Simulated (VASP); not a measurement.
# LaFeGe (P-6m2) in VASP: notebook

LaFeGe is run at these levels: PBE; tasks: single point.

All numbers are computed with VASP 6.6.1; they aren't measurements. Logs are shortened: lines on timing, memory, paths and dates and some standing lists are left out, and cuts for length are marked.

## Step 1: The cell of the first run

It takes space group P-6m2 (No. 187, hexagonal). The conventional cell has a = 4.232 Å, b = 4.232 Å, c = 4.286 Å, α = 90.00°, β = 90.00°, γ = 120.00°. La (site symmetry -6m2) has 6 Ge at 3.25 Å and 6 Fe at 3.25 Å and 8 La at 4.23 to 4.29 Å within 4.3 Å. Within 3.3 Å of Ge (site symmetry -6m2) lie 3 Fe at 2.44 Å and 6 La at 3.25 Å. Within 3.3 Å of Fe (site symmetry -6m2) lie 3 Ge at 2.44 Å and 6 La at 3.25 Å.

## Step 2: Single point, PBE, collinear spin, ferromagnetic start

The input, INCAR:

```
  PREC = Accurate
  ENCUT = 600
  EDIFF = 1E-6
  ISMEAR = -1
  SIGMA = 0.05
  LREAL = F
  LASPH = T
  NELM = 200
  ALGO = Normal
  ISIF = 2
  LWAVE = F
  LCHARG = F
  ISPIN = 2
  MAGMOM = 0 0 3
  LORBIT = 11
  NUPDOWN = 3.0
  LMAXMIX = 6
  GGA = PE
  NBANDS = 32
  GGA_COMPAT = F
```

The input, KPOINTS:

```
regular mesh
0
Gamma
  6 6 5
```

The input, POSCAR:

```
LaFeGe
1.0
    4.2318077991      0.0000000000      0.0000000000
   -2.1159038996      3.6648530580      0.0000000000
    0.0000000000      0.0000000000      4.2857840000
La Ge Fe
1 1 1
Direct
    0.0000000000      0.0000000000      0.0000000000
    0.6666666667      0.3333333333      0.5000000000
    0.3333333333      0.6666666667      0.5000000000
```

Potentials or basis: VASP PAW PBE potentials, release 64 (La, Ge_d, Fe_sv).

Launch:

```
> cat potpaw_PBE.64/La/POTCAR potpaw_PBE.64/Ge_d/POTCAR potpaw_PBE.64/Fe_sv/POTCAR > POTCAR
> mpirun -np 1 vasp_std > vasp.out
```

OUTCAR:

```text
PREC = Accurate
   ENCUT = 600
   EDIFF = 1E-6
   ISMEAR = -1
   LREAL = F
   LASPH = T
   NELM = 200
   ISIF = 2
   ISPIN = 2
   LORBIT = 11
   NUPDOWN = 3.0
   GGA = PE

 ion  position               nearest neighbor table
   1  0.000  0.000  0.000-   2 3.25   2 3.25   2 3.25   2 3.25   2 3.25   2 3.25
   2  0.667  0.333  0.500-   3 2.44   3 2.44   3 2.44   1 3.25   1 3.25   1 3.25   1 3.25   1 3.25
                             1 3.25
   3  0.333  0.667  0.500-   2 2.44   2 2.44   2 2.44

  LATTYP: Found a hexagonal cell.
 ALAT       =     4.2318077991
 C/A-ratio  =     1.0127548801

  Lattice vectors:

 A1 = (   4.2318077991,   0.0000000000,   0.0000000000)
 A2 = (  -2.1159038996,   3.6648530580,   0.0000000000)
 A3 = (   0.0000000000,   0.0000000000,   4.2857840000)

Analysis of symmetry for initial positions (statically):
=====================================================================
 Subroutine PRICEL returns:
 Original cell was already a primitive cell.

 Routine SETGRP: Setting up the symmetry group for a
 hexagonal supercell.

 Subroutine GETGRP returns: Found 12 space group operations
 (whereof 12 operations were pure point group operations)
 out of a pool of 24 trial point group operations.

The static configuration has the point symmetry D_3h.

Analysis of symmetry for dynamics (positions and initial velocities):
=====================================================================
 Subroutine PRICEL returns:
 Original cell was already a primitive cell.

 Routine SETGRP: Setting up the symmetry group for a
 hexagonal supercell.

 Subroutine GETGRP returns: Found 12 space group operations
 (whereof 12 operations were pure point group operations)
 out of a pool of 24 trial point group operations.

The dynamic configuration has the point symmetry D_3h.

Analysis of structural, dynamic, and magnetic symmetry:
=====================================================================
 Subroutine PRICEL returns:
 Original cell was already a primitive cell.

 Routine SETGRP: Setting up the symmetry group for a
 hexagonal supercell.

 Subroutine GETGRP returns: Found 12 space group operations
 (whereof 12 operations were pure point group operations)
 out of a pool of 24 trial point group operations.

The overall configuration has the point symmetry D_3h.

[... 118 lines left out ...]
  Fermi-wavevector in a.u.,A,eV,Ry     =   1.393580  2.633484 26.423396  1.942065
  Thomas-Fermi vector in A             =   2.517212
   LORBIT       =     11    0 simple, 1 ext, 2 COOP (PROOUT), +10 PAW based schemes
   GGA     = PE    functional components
   LHFCALC =     F    Hartree Fock is set to
   AEXX    =    0.0000 exact exchange contribution
   IVDW    =     0    specifies the selected vdW correction
   LEPSILON=     F    determine dielectric tensor
   LRPA    =     F    only Hartree local field effects (RPA)
 spin polarized calculation
  energy-cutoff  :      600.00
  volume of cell :       66.47
 maximum number of plane-waves:      2255
 NGX is ok and might be reduce to    36
   NGX = 17   NGY = 17   NGZ = 17

 number of electron      40.9999991 magnetization       3.0000001

 Free energy of the ion-electron system (eV)
  ---------------------------------------------------
  ext. energy  EPLUGINS =         0.00000000
  ---------------------------------------------------
  free energy    TOTEN  =       -18.74787618 eV

  energy without entropy =      -18.70652194  energy(sigma->0) =      -18.72719906

 E-fermi :   7.8974     XC(G=0): -10.7848

 val. band max:        8.2939297121   @ k =   0.1667  -0.0000   0.4000
 cond. band min:       7.9019873742   @ k =   0.3333   0.1667   0.0000
 fundamental gap:     -0.3919423380
 Fermi energy:         8.3501454389

 spin component 1

 k-point     1 :       0.0000    0.0000    0.0000
  band No.  band energies     occupation
      1     -80.2169      1.00000
      2     -46.3571      1.00000
      3     -46.3571      1.00000
      4     -46.1026      1.00000
      5     -24.2487      1.00000
      6     -15.5626      1.00000
[... 724 lines left out ...]
     31      12.5211      0.00000
     32      12.6301      0.00000
 Fermi energy:         7.8973767583

 spin component 2

 k-point     1 :       0.0000    0.0000    0.0000
  band No.  band energies     occupation
      1     -77.3990      1.00000
      2     -43.5460      1.00000
      3     -43.5460      1.00000
      4     -43.4590      1.00000
      5     -24.2189      1.00000
      6     -15.5360      1.00000
[... 724 lines left out ...]
     31      12.6221      0.00000
     32      12.8636      0.00000

------------------------ aborting loop because EDIFF is reached ----------------------------------------

  FORCE on cell =-STRESS in cart. coord.  units (eV):
  Direction    XX          YY          ZZ          XY          YZ          ZX
  --------------------------------------------------------------------------------------
  -------------------------------------------------------------------------------------
  Total        0.6250317      0.6250317     -0.3211981     -0.0000000      0.0000000      0.0000000
  in kB       15.0660656     15.0660656     -7.7423147     -0.0000000      0.0000000      0.0000000
  external PRESSURE =       7.4632722 kB  Pullay stress =       0.0000000 kB

 VOLUME and BASIS-vectors are now :
 -----------------------------------------------------------------------------
  energy-cutoff  :      600.00
  volume of cell :       66.47
      direct lattice vectors                 reciprocal lattice vectors
     4.231807799  0.000000000  0.000000000     0.236305628  0.136431118  0.000000000
    -2.115903900  3.664853058  0.000000000     0.000000000  0.272862236  0.000000000
     0.000000000  0.000000000  4.285784000     0.000000000  0.000000000  0.233329538

 POSITION                                       TOTAL-FORCE (eV/Angst)
 -----------------------------------------------------------------------------------
      0.00000      0.00000      0.00000        -0.000000      0.000000      0.000000
      2.11590      1.22162      2.14289         0.000000      0.000000      0.000000
     -0.00000      2.44324      2.14289        -0.000000      0.000000      0.000000
 -----------------------------------------------------------------------------------
    total drift:                                0.000000     -0.000000     -0.000000

  FREE ENERGIE OF THE ION-ELECTRON SYSTEM (eV)
  ---------------------------------------------------
  free  energy   TOTEN  =       -18.7478761763 eV

  energy  without entropy=      -18.7065219414  energy(sigma->0) =      -18.72719906

 total charge

# of ion       s       p       d       f       tot
--------------------------------------------------
    1        2.025   5.641   0.723   0.133   8.522
    2        1.126   1.331  10.011   0.000  12.469
    3        2.178   6.004   5.561   0.000  13.743
--------------------------------------------------
tot          5.329  12.976  16.296   0.133  34.733

 magnetization (x)

# of ion       s       p       d       f       tot
--------------------------------------------------
    1       -0.002   0.012   0.028   0.018   0.057
    2        0.000   0.052   0.011   0.000   0.063
    3        0.020   0.024   2.371   0.000   2.414
--------------------------------------------------
tot          0.018   0.088   2.410   0.018   2.535
```

stdout:

```text
POSCAR found type information on POSCAR LaGeFe
 POSCAR found :  3 types and       3 ions
 scaLAPACK will be used
 LDA part: xc-table for (Slater+PW92), standard interpolation
 POSCAR, INCAR and KPOINTS ok, starting setup
 FFT: planning ... GRIDC
 FFT: planning ... GRID_SOFT
 FFT: planning ... GRID
 WAVECAR not read
 entering main loop
```

Wall time 2.7 min (1 thread of Intel Xeon Platinum 8259CL at 2.50GHz (Skylake/Cascade Lake), shared host); peak memory 0.31 GiB.

What came out:

- Free energy: -18.7479 eV
- Pressure: 0.7 GPa
- Net moment: 3.00 μB per cell
- Site moments: La +0.06; Ge +0.06; Fe +2.41 μB
- Valence electrons inside the program's atomic spheres: La 8.52; Ge 12.47; Fe 13.74

Stress tensor (GPa, compression positive):
```
 1.51  0.00  0.00
 0.00  1.51  0.00
 0.00  0.00 -0.77
```

Caveat: spin-orbit coupling is left out, which moves the levels of the heavy elements; the total moment is fixed, so each spin has its own Fermi level.

(Continued in part 2 of 2.)
